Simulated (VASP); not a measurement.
Here is a VASP 6.6.1 calculation.

The input INCAR:

```
ALGO = Normal
EDIFF = 1E-7
ENCUT = 520
ISIF = 2
ISMEAR = -1
LASPH = True
LCHARG = False
LREAL = Auto
LWAVE = False
NBANDS = 128
NELM = 80
PREC = Accurate
SIGMA = 0.002
```

The input KPOINTS:

```
k-points
0
Gamma
  2 2 2
```

The input POSCAR:

```
BW16
1.0
    6.3200000000      0.0000000000      0.0000000000
    0.0000000000      6.3200000000      0.0000000000
    0.0000000000      0.0000000000      6.3200000000
W B
16 1
Direct
   -0.0057436709     -0.0116455696     -0.0144462025
    0.5022468354      0.0147784810     -0.0111234177
    0.0028955696      0.4969145570     -0.0082120253
    0.0135917722     -0.0070569620      0.4703164557
    0.2256012658      0.3003797468      0.2618987342
    0.5319145570      0.5132753165      0.0068196203
    0.5096202532     -0.0176898734      0.5052848101
    0.7404272152      0.2459335443      0.2296202532
   -0.0120727848      0.5068670886      0.5236550633
    0.2484968354      0.6845094937      0.2435284810
    0.2571518987      0.2510126582      0.7543196203
    0.5302848101      0.4823259494      0.5074367089
    0.7692721519      0.7349050633      0.2642405063
    0.7478955696      0.2170411392      0.7400158228
    0.2630221519      0.7592879747      0.7534177215
    0.7546202532      0.7420094937      0.7429272152
    0.2571518987      0.0029746835      0.2420253165
```

Potentials or basis: VASP PAW LDA potentials, release 64 (W_sv, B).

Command:

```console
$ cat potpaw_LDA.64/W_sv/POTCAR potpaw_LDA.64/B/POTCAR > POTCAR
$ mpirun -np 1 vasp_std > vasp.out
```

**Question.** Estimate the pressure.

**Answer.** 9.6 GPa.

**Question.** What does it give for the largest force?

**Answer.** 3.904 eV/Å.

Stress tensor (GPa, compression positive):
```
 6.11 -0.50 -0.27
-0.50 17.96  0.39
-0.27  0.39  4.59
```

Caveat: the k points lie up to 0.50 Å⁻¹ apart.
